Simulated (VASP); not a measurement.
Set up this calculation in VASP 6.6.1, as the native input.

```yaml
Task: single point
Functional: LDA
Potentials_or_basis: VASP PAW LDA potentials, release 64 (Mg, Rh_pv)
Cutoff: 520 eV
k_mesh: 7 × 7 × 7
Occupations: methfessel-paxton, width 0.1 eV
Spin: no spin polarisation
Dipole_correction: no
Further_INCAR_settings: ALGO = Normal; EDIFF = 1e-07; NBANDS = 16
```

The structure of MgRh lies in POSCAR:

```
MgRh
1.0
    3.0992000000      0.0000000000      0.0000000000
    0.0000000000      3.0992000000      0.0000000000
    0.0000000000      0.0000000000      3.0992000000
Mg Rh
1 1
Direct
    0.0000000000      0.0000000000      0.0000000000
    0.5000000000      0.5000000000      0.5000000000
```

These files were run (other wordings do the same):

INCAR

```
PREC = Accurate
ENCUT = 520
EDIFF = 1E-7
ISMEAR = 1
SIGMA = 0.1
LREAL = F
LASPH = T
NELM = 60
ALGO = Normal
ISIF = 2
LWAVE = F
LCHARG = F
GGA = CA
NBANDS = 16
```

KPOINTS

```
regular mesh
0
Gamma
  7 7 7
```

Potentials or basis: VASP PAW LDA potentials, release 64 (Mg, Rh_pv).

Run with:

```console
$ cat potpaw_LDA.64/Mg/POTCAR potpaw_LDA.64/Rh_pv/POTCAR > POTCAR
$ mpirun -np 1 vasp_std > vasp.out
```

Results of the run:

```
Pressure : -6.6 GPa
```

Run time: 3 s on 1 thread of Intel(R) Xeon(R) 6975P-C (Granite Rapids), with other jobs on the host, peak memory 0.13 GiB.
